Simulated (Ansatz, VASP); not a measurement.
One calculation of Ti, two programs

```xyz
2
Lattice="2.8671 0.0000 0.0000 -1.4335 2.4829 0.0000 0.0000 0.0000 4.5198" Properties=species:S:1:pos:R:3 pbc="T T T"
Ti    0.0000    1.6553    1.1299
Ti    1.4335    0.8276    3.3898
```

Alike in both runs: task relaxation of cell and atoms; functional LDA; k mesh 15 × 15 × 8; occupations gaussian, width 0.1 eV; no spin polarisation.

|  | VASP | Ansatz |
| --- | --- | --- |
| version | VASP 6.6.1 | Ansatz 0.2.0 |
| potentials or method | VASP PAW LDA potentials, release 64 (Ti_sv), cutoff 600 eV | scalar-relativistic, plane waves, PAW |
| valence electrons in the cell | 24 | 24 |

Ansatz gave:

| Item | Value |
| --- | --- |
| gap on the k mesh at the Fermi level, each at its own relaxed structure (eV) | none |
| relaxed volume (Å³/atom) | 16.10 |
| relaxed cell length with the largest relative difference (Å) | 2.866 |

Task: What did VASP give for the same quantities?

Result: gap on the k mesh at the Fermi level, each at its own relaxed structure (eV): none; relaxed volume (Å³/atom): 16.08; relaxed cell length with the largest relative difference (Å): 2.864.

Ansatz warns that its potentials were made for another functional, while VASP's fit it. LDA's correlation is that of Perdew and Zunger in VASP and of Perdew and Wang (1992) in Ansatz. A gap of «none» marks a metal or a gap that the smearing closes.
